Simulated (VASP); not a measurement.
# RuAuCl4 (Cmmm) in VASP: single point with PBE

Aim: the single point of RuAuCl4 with PBE.

Program: VASP 6.6.1. These are calculated values, not measurements. Logs are shortened: lines on timing, memory, paths and dates and some standing lists are left out, and cuts for length are marked.

**1. The cell of the first run**

Symmetry: Cmmm, No. 65, orthorhombic system. The conventional cell has a = 8.091 Å, b = 10.425 Å, c = 3.696 Å, α = 90.00°, β = 90.00°, γ = 90.00°. Ru (site symmetry mmm) has 6 Cl at 2.36 to 2.41 Å within 3.1 Å. Au (site symmetry mmm) has 4 Cl at 2.50 Å within 3.3 Å. Within 3.1 Å of Cl (site symmetry 2mm) lie 1 Ru at 2.36 Å and 2 Au at 2.50 Å. Cl (site symmetry m2m) has 2 Ru at 2.41 Å and 1 Cl at 3.09 Å within 3.2 Å.

**2. Single point, PBE**

File INCAR:

```
PREC     = Accurate       # precision mode
ENCUT    = 520            # plane-wave cutoff, eV
EDIFF    = 1E-6           # SCF threshold, eV
ISMEAR   = 0              # smearing method
SIGMA    = 0.1            # smearing width, eV
LREAL    = False          # projectors in reciprocal space
LASPH    = True           # aspherical terms in the spheres
NELM     = 100            # most SCF steps
ALGO     = Normal         # electronic algorithm
ISIF     = 2              # what is computed and relaxed
LWAVE    = False          # write WAVECAR
LCHARG   = True           # write CHGCAR
GGA      = PE             # functional
LELF     = True           # ELF
LVHAR    = True         
NBANDS   = 36             # bands
```

File KPOINTS:

```
regular mesh
0
Gamma
  6 6 8
```

File POSCAR:

```
RuAuCl4
1.0
    4.0453130042     -5.2126531955      0.0000000000
    4.0453130042      5.2126531955      0.0000000000
    0.0000000000      0.0000000000      3.6960648283
Ru Au Cl
1 1 4
Direct
    0.5000000000      0.5000000000      0.5000000000
    0.0000000000      0.0000000000      0.0000000000
    0.2086477217      0.2086477217      0.5000000000
    0.7913522783      0.7913522783      0.5000000000
    0.6479889763      0.3520110237      0.0000000000
    0.3520110237      0.6479889763      0.0000000000
```

Potentials or basis: VASP PAW PBE potentials, release 64 (Ru_pv, Au, Cl).

Run with:

```sh
$ cat potpaw_PBE.64/Ru_pv/POTCAR potpaw_PBE.64/Au/POTCAR potpaw_PBE.64/Cl/POTCAR > POTCAR
$ mpirun -np 1 vasp_std > vasp.out
```

OUTCAR:

```text
PREC = Accurate
   ENCUT = 520
   EDIFF = 1E-6
   ISMEAR = 0
   LREAL = False
   LASPH = True
   NELM = 100
   ISIF = 2
   GGA = PE

 ion  position               nearest neighbor table
   1  0.500  0.500  0.500-   3 2.36   4 2.36   5 2.41   6 2.41   5 2.41   6 2.41
   2  0.000  0.000  0.000-   3 2.50   4 2.50   3 2.50   4 2.50
   3  0.209  0.209  0.500-   1 2.36   2 2.50   2 2.50
   4  0.791  0.791  0.500-   1 2.36   2 2.50   2 2.50
   5  0.648  0.352  0.000-   1 2.41   1 2.41
   6  0.352  0.648  0.000-   1 2.41   1 2.41

  LATTYP: Found a base centered orthorhombic cell.
 ALAT       =     8.0906260084
 B/A-ratio  =     1.2885660986
 C/A-ratio  =     0.4568329848

  Lattice vectors:

 A1 = (   4.0453130042,  -5.2126531955,   0.0000000000)
 A2 = (   4.0453130042,   5.2126531955,   0.0000000000)
 A3 = (   0.0000000000,   0.0000000000,   3.6960648283)

Analysis of symmetry for initial positions (statically):
=====================================================================
 Subroutine PRICEL returns:
 Original cell was already a primitive cell.

 Routine SETGRP: Setting up the symmetry group for a
 base centered orthorhombic supercell.

 Subroutine GETGRP returns: Found  8 space group operations
 (whereof  8 operations were pure point group operations)
 out of a pool of  8 trial point group operations.

The static configuration has the point symmetry D_2h.

Analysis of symmetry for dynamics (positions and initial velocities):
=====================================================================
 Subroutine PRICEL returns:
 Original cell was already a primitive cell.

 Routine SETGRP: Setting up the symmetry group for a
 base centered orthorhombic supercell.

 Subroutine GETGRP returns: Found  8 space group operations
 (whereof  8 operations were pure point group operations)
 out of a pool of  8 trial point group operations.

The dynamic configuration has the point symmetry D_2h.

 Subroutine INISYM returns: Found  8 space group operations
 (whereof  8 operations are pure point group operations),
 and found     1 'primitive' translations

----------------------------------------------------------------------------------------
[... 99 lines left out ...]
   ENCUT  =  520.0 eV  38.22 Ry    6.18 a.u.  12.27 12.27  6.87*2*pi/ulx,y,z
   NELM   =    100;   NELMIN=  2; NELMDL= -5     # of ELM steps
   EDIFF  = 0.1E-05   stopping-criterion for ELM
   LREAL  =      F    real-space projection
   EDIFFG = 0.1E-04   stopping-criterion for IOM
   NSW    =      0    number of steps for IOM
   IBRION =     -1    ionic relax: 0-MD 1-quasi-New 2-CG
   NFREE  =      0    steps in history (QN), initial steepest desc. (CG)
   ISIF   =      2    stress and relaxation
   ISYM   =      2    0-nonsym 1-usesym 2-fastsym
   POTIM  = 0.5000    time-step for ionic-motion
   TEBEG  =    0.0;   TEEND  =   0.0 temperature during run
   PSTRESS=    0.0 pullay stress
   NELECT =      53.0000    total number of electrons
   NUPDOWN=      -1.0000    fix difference up-down
   EMIN   =  10.00;   EMAX   =-10.00  energy-range for DOS
   EFERMI =   0.00;   METHOD = LEGACY
   ISMEAR =     0;   SIGMA  =   0.10  broadening in eV -4-tet -1-fermi 0-gaus
   EFERMI_NEDOS =   21; number of points for ismear=-14 and -15
   IALGO  =     38    algorithm
   IMIX   =      4    mixing-type and parameters
     AMIX     =   0.40;   BMIX     =  1.00
     AMIX_MAG =   1.60;   BMIX_MAG =  1.00
  volume/ion in A,a.u.               =      25.98       175.32
  Fermi-wavevector in a.u.,A,eV,Ry     =   1.142633  2.159263 17.763892  1.305609
  Thomas-Fermi vector in A             =   2.279330
   LORBIT       =      0    0 simple, 1 ext, 2 COOP (PROOUT), +10 PAW based schemes
   GGA     = PE    functional components
   LHFCALC =     F    Hartree Fock is set to
   AEXX    =    0.0000 exact exchange contribution
   IVDW    =     0    specifies the selected vdW correction
   LEPSILON=     F    determine dielectric tensor
   LRPA    =     F    only Hartree local field effects (RPA)
 non-spin polarized calculation
 Gauss-broadening in eV      SIGMA  =   0.10
  energy-cutoff  :      520.00
  volume of cell :      155.88
 maximum number of plane-waves:      4232
 NGX is ok and might be reduce to    50
   NGX = 25   NGY = 25   NGZ = 13

 number of electron      53.0000004 magnetization

 Free energy of the ion-electron system (eV)
  ---------------------------------------------------
  ext. energy  EPLUGINS =         0.00000000
  ---------------------------------------------------
  free energy    TOTEN  =       -21.57282733 eV

  energy without entropy =      -21.54887413  energy(sigma->0) =      -21.56085073

 E-fermi :   2.3899     XC(G=0):  -8.5329

 val. band max:        2.3858543356   @ k =  -0.1667   0.1667   0.5000
 cond. band min:       2.3941086143   @ k =   0.3333   0.1667   0.0000
 fundamental gap:      0.0082542787
 Fermi energy:         2.3898813842

 k-point     1 :       0.0000    0.0000    0.0000
  band No.  band energies     occupation
      1     -40.1488      2.00000
      2     -40.0546      2.00000
      3     -39.8871      2.00000
      4     -14.0309      2.00000
      5     -13.3925      2.00000
      6     -13.0951      2.00000
[... 925 lines left out ...]
     35       9.8472      0.00000
     36      10.8899      0.00000

 [... further k-points ...]

------------------------ aborting loop because EDIFF is reached ----------------------------------------

  FORCE on cell =-STRESS in cart. coord.  units (eV):
  Direction    XX          YY          ZZ          XY          YZ          ZX
  --------------------------------------------------------------------------------------
  -------------------------------------------------------------------------------------
  Total       -0.1080633     -0.0863433     -0.1264198     -0.0000000      0.0000000      0.0000000
  in kB       -1.1107292     -0.8874801     -1.2994064     -0.0000000      0.0000000      0.0000000
  external PRESSURE =      -1.0992052 kB  Pullay stress =       0.0000000 kB

 VOLUME and BASIS-vectors are now :
 -----------------------------------------------------------------------------
  energy-cutoff  :      520.00
  volume of cell :      155.88
      direct lattice vectors                 reciprocal lattice vectors
     4.045313004 -5.212653195  0.000000000     0.123599830 -0.095920442  0.000000000
     4.045313004  5.212653195  0.000000000     0.123599830  0.095920442  0.000000000
     0.000000000  0.000000000  3.696064828     0.000000000  0.000000000  0.270558025

 POSITION                                       TOTAL-FORCE (eV/Angst)
 -----------------------------------------------------------------------------------
      4.04531      0.00000      1.84803         0.000000     -0.000000      0.000000
      0.00000      0.00000      0.00000         0.000000     -0.000000      0.000000
      1.68809      0.00000      1.84803         0.003266     -0.000000      0.000000
      6.40254      0.00000      1.84803        -0.003266     -0.000000     -0.000000
      4.04531     -1.54283      0.00000         0.000000      0.009028      0.000000
      4.04531      1.54283      0.00000         0.000000     -0.009028     -0.000000
 -----------------------------------------------------------------------------------
    total drift:                               -0.000000     -0.000000      0.000000

  FREE ENERGIE OF THE ION-ELECTRON SYSTEM (eV)
  ---------------------------------------------------
  free  energy   TOTEN  =       -21.5728273319 eV

  energy  without entropy=      -21.5488741328  energy(sigma->0) =      -21.56085073
```

OSZICAR:

```text
N       E                     dE             d eps       ncg     rms          rms(c)
DAV:   1     0.391640695738E+03    0.39164E+03   -0.26438E+04  5296   0.130E+03
DAV:   2     0.485376655051E+01   -0.38679E+03   -0.37379E+03  5544   0.298E+02
DAV:   3    -0.223997762997E+02   -0.27254E+02   -0.26914E+02  5644   0.781E+01
DAV:   4    -0.228739686754E+02   -0.47419E+00   -0.47345E+00  5376   0.112E+01
DAV:   5    -0.228863239800E+02   -0.12355E-01   -0.12354E-01  6128   0.181E+00    0.182E+01
DAV:   6    -0.215983785505E+02    0.12879E+01   -0.48618E+00  5108   0.154E+01    0.116E+01
DAV:   7    -0.215776290098E+02    0.20750E-01   -0.54170E-01  5408   0.473E+00    0.607E+00
DAV:   8    -0.215851791100E+02   -0.75501E-02   -0.11511E-01  5236   0.226E+00    0.123E+00
DAV:   9    -0.215771095382E+02    0.80696E-02   -0.88143E-02  5400   0.215E+00    0.613E-01
DAV:  10    -0.215727079273E+02    0.44016E-02   -0.10488E-02  5144   0.768E-01    0.181E-01
DAV:  11    -0.215728075440E+02   -0.99617E-04   -0.14137E-03  5668   0.182E-01    0.864E-02
DAV:  12    -0.215728075422E+02    0.17990E-08   -0.16780E-04  5380   0.726E-02    0.433E-02
DAV:  13    -0.215728238295E+02   -0.16287E-04   -0.22084E-05  5232   0.255E-02    0.142E-02
DAV:  14    -0.215728268187E+02   -0.29892E-05   -0.53654E-06  5148   0.133E-02    0.413E-03
DAV:  15    -0.215728273319E+02   -0.51321E-06   -0.89626E-07  3880   0.551E-03
   1 F= -.21572827E+02 E0= -.21560851E+02  d E =-.239532E-01
```

Wall time 2.4 min (1 thread of Intel Xeon 6975P-C (Granite Rapids), shared host); peak memory 0.47 GiB.

Results:

```
Free energy            : -21.5728 eV
Pressure               : -0.1 GPa
Largest force          : 0.009 eV/Å
Band gap on the k mesh : zero (an odd number of electrons rules out a gap without spin polarisation)
```

Forces in eV/Å, atoms in the order of the input:
```
Ru   0.000  0.000  0.000
Au   0.000  0.000  0.000
Cl   0.003  0.000  0.000
Cl  -0.003  0.000  0.000
Cl   0.000  0.009  0.000
Cl   0.000 -0.009  0.000
```

Caveat: spin-orbit coupling is left out, which moves the levels of the heavy elements; an odd number of electrons without spin polarisation forces a metal; a magnetic or distorted state may lie lower.
